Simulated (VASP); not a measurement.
The system is Pb.

```
CELL_PARAMETERS angstrom
3.47159 0.00000 0.00000
-1.73580 3.00649 0.00000
0.00000 0.00000 5.99739
ATOMIC_POSITIONS crystal
Pb 0.33333 0.66667 0.25000
Pb 0.66667 0.33333 0.75000
```

Base run:

```yaml
Program: VASP 6.6.1
Functional: PBE
Dispersion: D3(BJ)
Potentials_or_basis: VASP PAW PBE potentials, release 64 (Pb_d)
Cutoff: 500 eV
k_mesh: 6 × 6 × 4
Occupations: gaussian, width 0.1 eV
Spin: no spin polarisation
```

Its results: band gap on the k mesh zero (band 14 reaches 12.95 eV, above the bottom of band 15 at 5.25 eV); pressure -0.8 GPa.

Q: After a change of settings the same cell gave: band gap on the k mesh zero (band 14 reaches 12.95 eV, above the bottom of band 15 at 5.25 eV); pressure 1.3 GPa. Which change was it?
A. dispersion from D3(BJ) to none; k mesh from 6 × 6 × 4 to 3 × 3 × 2
B. dispersion from D3(BJ) to none; k mesh from 6 × 6 × 4 to 3 × 3 × 1
C. dispersion from D3(BJ) to none; occupations from gaussian, width 0.1 eV to gaussian, width 0.026 eV

A: C.

Caveats: spin-orbit coupling is left out, which moves the levels of the heavy elements; three body term missing (some runs); pairwise dispersion overbinds metals, which lowers pressure and volume (some runs).
